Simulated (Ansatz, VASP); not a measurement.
**Si2W in VASP and in Ansatz**

```
Si W
1.0
     3.22900    0.00000    0.00000
     0.00000    3.22900    0.00000
     0.00000    0.00000   25.46958
Si W
6 3
Direct
  0.00000 0.00000 0.29703
  0.00000 0.00000 0.39697
  0.50000 0.50000 0.44828
  0.50000 0.50000 0.55172
  0.00000 0.00000 0.60303
  0.00000 0.00000 0.70297
  0.50000 0.50000 0.34665
  0.00000 0.00000 0.50000
  0.50000 0.50000 0.65335
```

Alike in both runs: functional PBE; k mesh 11 × 11 × 1; occupations gaussian, width 0.1 eV; no spin polarisation.

Ansatz relaxed the structure, and its values are those at the end. VASP's run is a single point on that final structure, the one shown.

```csv
,VASP,Ansatz
version,VASP 6.6.1,Ansatz 0.2.0
potentials or method,"VASP PAW PBE potentials, release 64 (Si, W_sv), cutoff 520 eV","scalar-relativistic, plane waves, PAW"
valence electrons in the cell,66,66
```

Ansatz gave:

```
gap on the k mesh at the Fermi level (eV) : none
rms of the force components (eV/Å)        : 0.003
```

**Question.** Estimate VASP's values.

**Answer.** gap on the k mesh at the Fermi level (eV): none; rms of the force components (eV/Å): 0.006.

A gap of «none» marks a metal or a gap that the smearing closes. The functional is the same, so the differences come from potentials, cutoffs and numerics. Ansatz's warnings: xc potential rough in thin density.

Neither program's run includes spin-orbit coupling.
